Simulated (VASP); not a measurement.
# Se (I4/mcm) in VASP: single point with PBEsol

Aim: the single point of Se with PBEsol.

All numbers are computed with VASP 6.6.1; they aren't measurements. Logs are shortened: lines on timing, memory, paths and dates and some standing lists are left out, and cuts for length are marked.

### 1 The cell of the first run

It takes space group I4/mcm (No. 140, tetragonal). Conventional cell: a = 6.477 Å, b = 6.477 Å, c = 7.804 Å, α = 90.00°, β = 90.00°, γ = 90.00°. Se (site symmetry m2m) has 1 Se at 2.38 Å within 3.1 Å.

### 2 Single point, PBEsol

INCAR reads:

```
SYSTEM = Se
  PREC = Accurate
  ENCUT = 520
  EDIFF = 1E-6
  ISMEAR = 0
  SIGMA = 0.1
  LREAL = .FALSE.
  LASPH = .TRUE.
  NELM = 80
  ALGO = Normal
  ISIF = 2
  LWAVE = .FALSE.
  LCHARG = .TRUE.
  GGA = PS
  LELF = .TRUE.
  LVHAR = .TRUE.
  NBANDS = 20
```

KPOINTS reads:

```
regular mesh
0
G
  4 4 4
  0 0 0
```

POSCAR reads:

```
Se
1.0
   -3.2386330000      3.2386330000      3.9021960000
    3.2386330000     -3.2386330000      3.9021960000
    3.2386330000      3.2386330000     -3.9021960000
Se
4
Direct
    0.6298170000      0.1298170000      0.7596330000
    0.3701830000      0.8701830000      0.2403670000
    0.8701830000      0.6298170000      0.5000000000
    0.1298170000      0.3701830000      0.5000000000
```

Potentials or basis: VASP PAW PBE potentials, release 64 (Se).

Run with:

```
$ cat potpaw_PBE.64/Se/POTCAR > POTCAR
$ mpirun -np 1 vasp_std > vasp.out
```

OUTCAR:

```text
SYSTEM = Se
   PREC = Accurate
   ENCUT = 520
   EDIFF = 1E-6
   ISMEAR = 0
   LREAL = .FALSE.
   LASPH = .TRUE.
   NELM = 80
   ISIF = 2
   GGA = PS

 ion  position               nearest neighbor table
   1  0.630  0.130  0.760-   2 2.38
   2  0.370  0.870  0.240-   1 2.38
   3  0.870  0.630  0.500-   4 2.38
   4  0.130  0.370  0.500-   3 2.38

  LATTYP: Found a body centered tetragonal cell.
 ALAT       =     6.4772660000
 C/A-ratio  =     1.2048898409

  Lattice vectors:

 A1 = (  -3.2386330000,   3.2386330000,   3.9021960000)
 A2 = (   3.2386330000,  -3.2386330000,   3.9021960000)
 A3 = (   3.2386330000,   3.2386330000,  -3.9021960000)

Analysis of symmetry for initial positions (statically):
=====================================================================
 Subroutine PRICEL returns:
 Original cell was already a primitive cell.

 Routine SETGRP: Setting up the symmetry group for a
 body centered tetragonal supercell.

 Subroutine GETGRP returns: Found 16 space group operations
 (whereof  8 operations were pure point group operations)
 out of a pool of 16 trial point group operations.

The static configuration has the point symmetry C_4h.
 The point group associated with its full space group is D_4h.

Analysis of symmetry for dynamics (positions and initial velocities):
=====================================================================
 Subroutine PRICEL returns:
 Original cell was already a primitive cell.

 Routine SETGRP: Setting up the symmetry group for a
 body centered tetragonal supercell.

 Subroutine GETGRP returns: Found 16 space group operations
 (whereof  8 operations were pure point group operations)
 out of a pool of 16 trial point group operations.

The dynamic configuration has the point symmetry C_4h.
 The point group associated with its full space group is D_4h.

 Subroutine INISYM returns: Found 16 space group operations
 (whereof  8 operations are pure point group operations),
 and found     1 'primitive' translations

----------------------------------------------------------------------------------------

                                     Primitive cell

  volume of cell :     163.7165

  direct lattice vectors                    reciprocal lattice vectors
    -3.238633000  3.238633000  3.902196000     0.000000000  0.154386125  0.128132979
     3.238633000 -3.238633000  3.902196000     0.154386125  0.000000000  0.128132979
     3.238633000  3.238633000 -3.902196000     0.154386125  0.154386125  0.000000000

  length of vectors
     6.017027592  6.017027592  6.017027592     0.200631842  0.200631842  0.218334952

  position of ions in fractional coordinates (direct lattice)
     0.629817000  0.129817000  0.759633000
     0.370183000  0.870183000  0.240367000
     0.870183000  0.629817000  0.500000000
     0.129817000  0.370183000  0.500000000

  ion indices of the primitive-cell ions
   primitive index   ion index
                 1           1
                 2           2
                 3           3
                 4           4

----------------------------------------------------------------------------------------

 KPOINTS: regular mesh

Automatic generation of k-mesh.
 Grid dimensions read from file:
 generate k-points for:    4    4    4

 Generating k-lattice:

  Cartesian coordinates                     Fractional coordinates (reciprocal lattice)
     0.000000000  0.038596531  0.032033245     0.250000000  0.000000000  0.000000000
     0.038596531  0.000000000  0.032033245     0.000000000  0.250000000  0.000000000
     0.038596531  0.038596531  0.000000000     0.000000000  0.000000000  0.250000000

  Length of vectors
     0.050157961  0.050157961  0.054583738

  Shift w.r.t. Gamma in fractional coordinates (k-lattice)
     0.000000000  0.000000000  0.000000000

 Subroutine IBZKPT returns following result:
 ===========================================

 Found     13 irreducible k-points:

 Following reciprocal coordinates:
            Coordinates               Weight
  0.000000  0.000000  0.000000      1.000000
  0.250000 -0.000000  0.000000      8.000000
  0.500000 -0.000000  0.000000      4.000000
  0.250000  0.250000  0.000000      8.000000
  0.500000  0.250000  0.000000     16.000000
 -0.250000  0.250000  0.000000      4.000000
  0.500000  0.500000  0.000000      2.000000
  0.250000  0.250000  0.250000      2.000000
 -0.250000  0.250000  0.250000      4.000000
  0.500000  0.500000  0.250000      4.000000
 -0.250000  0.500000  0.250000      8.000000
 -0.250000 -0.250000  0.250000      2.000000
  0.500000  0.500000  0.500000      1.000000
   k-points           NKPTS =     13   k-points in BZ     NKDIM =     13   number of bands    NBANDS=     20
   number of dos      NEDOS =    301   number of ions     NIONS =      4
   total plane-waves  NPLWV = 110592
   dimension x,y,z NGX =    48 NGY =   48 NGZ =   48
   dimension x,y,z NGXF=    96 NGYF=   96 NGZF=   96
   ions per type =               4
   NGX,Y,Z   is equivalent  to a cutoff of  13.26, 13.26, 13.26 a.u.
   NGXF,Y,Z  is equivalent  to a cutoff of  26.52, 26.52, 26.52 a.u.
 SYSTEM =  Se
   PREC   = accura    normal or accurate (medium, high low for compatibility)
   ISTART =      0    job   : 0-new  1-cont  2-samecut
   ICHARG =      2    charge: 1-file 2-atom 10-const
   ISPIN  =      1    spin polarized calculation?
   LNONCOLLINEAR =      F non collinear calculations
   LSORBIT =      F    spin-orbit coupling
   LASPH  =      T    aspherical Exc in radial PAW
   ENCUT  =  520.0 eV  38.22 Ry    6.18 a.u.  11.19 11.19 11.19*2*pi/ulx,y,z
   NELM   =     80;   NELMIN=  2; NELMDL= -5     # of ELM steps
   EDIFF  = 0.1E-05   stopping-criterion for ELM
   LREAL  =      F    real-space projection
   EDIFFG = 0.1E-04   stopping-criterion for IOM
   NSW    =      0    number of steps for IOM
   IBRION =     -1    ionic relax: 0-MD 1-quasi-New 2-CG
   NFREE  =      0    steps in history (QN), initial steepest desc. (CG)
   ISIF   =      2    stress and relaxation
   ISYM   =      2    0-nonsym 1-usesym 2-fastsym
   POTIM  = 0.5000    time-step for ionic-motion
   TEBEG  =    0.0;   TEEND  =   0.0 temperature during run
   PSTRESS=    0.0 pullay stress
   NELECT =      24.0000    total number of electrons
   NUPDOWN=      -1.0000    fix difference up-down
   EMIN   =  10.00;   EMAX   =-10.00  energy-range for DOS
   EFERMI =   0.00;   METHOD = LEGACY
   ISMEAR =     0;   SIGMA  =   0.10  broadening in eV -4-tet -1-fermi 0-gaus
   EFERMI_NEDOS =   21; number of points for ismear=-14 and -15
   IALGO  =     38    algorithm
   IMIX   =      4    mixing-type and parameters
     AMIX     =   0.40;   BMIX     =  1.00
     AMIX_MAG =   1.60;   BMIX_MAG =  1.00
  volume/ion in A,a.u.               =      40.93       276.20
  Fermi-wavevector in a.u.,A,eV,Ry     =   0.863206  1.631223 10.138033  0.745124
  Thomas-Fermi vector in A             =   1.981121
   LORBIT       =      0    0 simple, 1 ext, 2 COOP (PROOUT), +10 PAW based schemes
   GGA     = PS    functional components
   LHFCALC =     F    Hartree Fock is set to
   AEXX    =    0.0000 exact exchange contribution
   IVDW    =     0    specifies the selected vdW correction
   LEPSILON=     F    determine dielectric tensor
   LRPA    =     F    only Hartree local field effects (RPA)
 non-spin polarized calculation
 Gauss-broadening in eV      SIGMA  =   0.10
  energy-cutoff  :      520.00
  volume of cell :      163.72
 maximum number of plane-waves:      4424
 NGX is ok and might be reduce to    48
   NGX = 23   NGY = 23   NGZ = 23

 number of electron      23.9999998 magnetization

 Free energy of the ion-electron system (eV)
  ---------------------------------------------------
  ext. energy  EPLUGINS =         0.00000000
  ---------------------------------------------------
  free energy    TOTEN  =       -12.27207021 eV

  energy without entropy =      -12.21206602  energy(sigma->0) =      -12.24206811

 E-fermi :  -0.5809     XC(G=0):  -7.3554

 val. band max:       -0.5945871902   @ k =   0.2500   0.2500   0.0000
 cond. band min:      -0.5618935817   @ k =   0.2500   0.2500   0.2500
 fundamental gap:      0.0326936085
 Fermi energy:        -0.5809359766

 k-point     1 :       0.0000    0.0000    0.0000
  band No.  band energies     occupation
      1     -14.4288      2.00000
      2     -13.7188      2.00000
      3     -11.3201      2.00000
      4     -11.3201      2.00000
      5      -4.3041      2.00000
      6      -3.8116      2.00000
[... 12 lines left out ...]
     19       6.9935      0.00000
     20       8.0570      0.00000

 k-point     2 :       0.2500   -0.0000    0.0000
  band No.  band energies     occupation
      1     -14.3284      2.00000
      2     -13.8258      2.00000
      3     -11.3325      2.00000
      4     -11.3314      2.00000
      5      -4.4353      2.00000
      6      -4.1819      2.00000
[... 12 lines left out ...]
     19       6.9431      0.00000
     20       7.3402      0.00000

 k-point     3 :       0.5000   -0.0000    0.0000
  band No.  band energies     occupation
      1     -14.0806      2.00000
      2     -14.0804      2.00000
      3     -11.3437      2.00000
      4     -11.3437      2.00000
      5      -4.4730      2.00000
      6      -4.4730      2.00000
[... 12 lines left out ...]
     19       7.1369      0.00000
     20       7.1370      0.00000

 k-point     4 :       0.2500    0.2500    0.0000
  band No.  band energies     occupation
      1     -14.2089      2.00000
      2     -13.9339      2.00000
      3     -11.3826      2.00000
      4     -11.3437      2.00000
      5      -4.4804      2.00000
      6      -3.9308      2.00000
[... 176 lines left out ...]
 k-point    12 :      -0.2500   -0.2500    0.2500
  band No.  band energies     occupation
      1     -14.3371      2.00000
      2     -13.7865      2.00000
      3     -11.3637      2.00000
      4     -11.3637      2.00000
      5      -4.2445      2.00000
      6      -3.7216      2.00000
[... 12 lines left out ...]
     19       6.9202      0.00000
     20       7.0230      0.00000

 k-point    13 :       0.5000    0.5000    0.5000
  band No.  band energies     occupation
      1     -14.2409      2.00000
      2     -13.8520      2.00000
      3     -11.4068      2.00000
      4     -11.4068      2.00000
      5      -4.1544      2.00000
      6      -3.8600      2.00000
[... 12 lines left out ...]
     19       7.1345      0.00000
     20       7.1733      0.00000

------------------------ aborting loop because EDIFF is reached ----------------------------------------

  FORCE on cell =-STRESS in cart. coord.  units (eV):
  Direction    XX          YY          ZZ          XY          YZ          ZX
  --------------------------------------------------------------------------------------
  -------------------------------------------------------------------------------------
  Total       -8.0474961     -8.0474961     -1.8716420      0.0000000     -0.0000000     -0.0000000
  in kB      -78.7551225    -78.7551225    -18.3164292      0.0000000     -0.0000000     -0.0000000
  external PRESSURE =     -58.6088914 kB  Pullay stress =       0.0000000 kB

 VOLUME and BASIS-vectors are now :
 -----------------------------------------------------------------------------
  energy-cutoff  :      520.00
  volume of cell :      163.72
      direct lattice vectors                 reciprocal lattice vectors
    -3.238633000  3.238633000  3.902196000     0.000000000  0.154386125  0.128132979
     3.238633000 -3.238633000  3.902196000     0.154386125  0.000000000  0.128132979
     3.238633000  3.238633000 -3.902196000     0.154386125  0.154386125  0.000000000

 POSITION                                       TOTAL-FORCE (eV/Angst)
 -----------------------------------------------------------------------------------
      0.84086      4.07949      0.00000        -1.375018     -1.375018      0.000000
      2.39778     -0.84086      3.90219         1.375018      1.375018     -0.000000
      0.84086      2.39777      3.90220        -1.375018      1.375018     -0.000000
      2.39777      0.84086      0.00000         1.375018     -1.375018     -0.000000
 -----------------------------------------------------------------------------------
    total drift:                               -0.001141     -0.000049      0.001799

  FREE ENERGIE OF THE ION-ELECTRON SYSTEM (eV)
  ---------------------------------------------------
  free  energy   TOTEN  =       -12.2720702072 eV

  energy  without entropy=      -12.2120660219  energy(sigma->0) =      -12.24206811
```

It took 25 s on 1 thread of Intel Xeon 6975P-C (Granite Rapids), shared host; peak memory 0.3 GiB.

What came out:

```yaml
Free_energy: -12.2721 eV
Pressure: -5.9 GPa
Largest_force: 1.945 eV/Å
Band_gap_on_the_k_mesh: zero (bands 12 and 13 overlap by 0.78 eV)
```

Forces in eV/Å, atoms in the order of the input:
```
Se  -1.375 -1.375  0.000
Se   1.375  1.375  0.000
Se  -1.375  1.375  0.000
Se   1.375 -1.375  0.000
```

Stress tensor (GPa, compression positive):
```
-7.88  0.00  0.00
 0.00 -7.88  0.00
 0.00  0.00 -1.83
```

Caveat: the stress differs along the axes, from -8 to -2 GPa; this functional lacks dispersion, which holds the molecules together, so the pressure and a relaxed volume are unreliable; the PAW data sets were made with another functional, which shifts forces and pressure a little.

The gap in the log of VASP goes by the Fermi energy; the results here count the filled bands.